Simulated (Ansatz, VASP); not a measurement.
## MnS: VASP beside Ansatz

```xyz
2
Lattice="3.0990 0.0000 0.0000 0.0000 3.0990 0.0000 0.0000 0.0000 3.0990" Properties=species:S:1:pos:R:3 pbc="T T T"
Mn    1.5495    1.5495    1.5495
S     0.0000    0.0000    0.0000
```

Alike in both runs: task single point; functional PBEsol; k mesh 7 × 7 × 7; collinear spin.

```csv
,VASP,Ansatz
version,VASP 6.6.1,Ansatz 0.2.0
potentials or method,"VASP PAW PBE potentials, release 64 (Mn_pv, S), cutoff 520 eV",all-electron (LAPW or listed datasets)
occupations,"fermi-dirac, width 0.1 eV",fermi-dirac
```

Ansatz gave:

- gap on the k mesh at the Fermi level (eV): none
- pressure (GPa): -12.2
- net moment per atom (μB): 1.69
- size of the moment on the site where the two differ most (μB): 3.49

Q: Which values does VASP return?

A: gap on the k mesh at the Fermi level (eV): none; pressure (GPa): -12.1; net moment per atom (μB): 1.70; size of the moment on the site where the two differ most (μB): 3.37.

VASP's potentials were made for PBE, not for PBEsol. Site moments also hang on the region over which each program counts them. A gap of «none» marks a metal or a gap that the smearing closes. Ansatz ran all-electron here, and VASP with PAW potentials. Ansatz's warnings: given moment on shells.
